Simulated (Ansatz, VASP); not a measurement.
# Two plane-wave programs on Rh

The input INCAR:

```
ALGO     = Fast           # electronic algorithm
EDIFF    = 1E-6           # SCF threshold, eV
ENCUT    = 520            # plane-wave cutoff, eV
GGA      = PE             # functional
ISIF     = 2              # what is computed and relaxed
ISMEAR   = 0              # smearing method
LASPH    = T              # aspherical terms in the spheres
LCHARG   = T              # write CHGCAR
LELF     = T              # ELF
LREAL    = F              # projectors in reciprocal space
LVHAR    = T            
LWAVE    = F              # write WAVECAR
NBANDS   = 14             # bands
NELM     = 100            # most SCF steps
PREC     = Accurate       # precision mode
SIGMA    = 0.15           # smearing width, eV
```

KPOINTS

```
k-points
0
Gamma
  20 20 20
```

Contents of POSCAR:

```
Rh
1.0
   -0.0957526211      1.9405226193      1.9150524221
    1.9405226193     -0.0957526211      1.9150524221
    1.8447699982      1.8447699982      0.0000000000
Rh
1
Direct
    0.0000000000      0.0000000000      0.0000000000
```

Input for Ansatz:

```yaml
crystal:
  lattice:
    - [-0.0957526211, 1.9405226193, 1.9150524221]
    - [1.9405226193, -0.0957526211, 1.9150524221]
    - [1.8447699982, 1.8447699982, 0.0]
  atoms:
    - { symbol: Rh, position: [0.0, 0.0, 0.0] }
basis:
  ecutwfc: 420
kpoints:
  mp_grid: { grid: [20, 20, 20] }
hamiltonian:
  xc: pbe
  pseudopotentials: { kind: paw, azcp: { folder: soft_1 } }
scf:
  occupations: { method: gaussian, width: 0.15 }
output:
  forces: true
  stress: true
  eigenvalues: true
```

Change from the starting cell: engineering shear strain xy -0.1000, equal normal strain along x and y +0.0133.

Alike in both runs: task single point; functional PBE; k mesh 20 × 20 × 20; occupations gaussian, width 0.15 eV; no spin polarisation.

|  | VASP | Ansatz |
| --- | --- | --- |
| version | VASP 6.6.1 | Ansatz 0.2.0 |
| potentials or method | VASP PAW PBE potentials, release 64 (Rh_pv), cutoff 520 eV | scalar-relativistic, plane waves, PAW |
| valence electrons in the cell | 15 | 17 |

VASP gave:

| Item | Value |
| --- | --- |
| gap on the k mesh at the Fermi level (eV) | none |
| pressure (GPa) | -3.4 |
| traceless stress, the component that is largest in VASP (GPa) | 15.60 |

Task: Which values does Ansatz return?

Result: gap on the k mesh at the Fermi level (eV): none; pressure (GPa): -3.3; traceless stress, the component that is largest in VASP (GPa): 15.59.

A gap of «none» marks a metal or a gap that the smearing closes. With one functional, cell and mesh, what is left measures potentials, basis and numerics. VASP's potentials hold 15 valence electrons a cell and Ansatz's 17, so a difference there can come from the potentials and not from the codes.
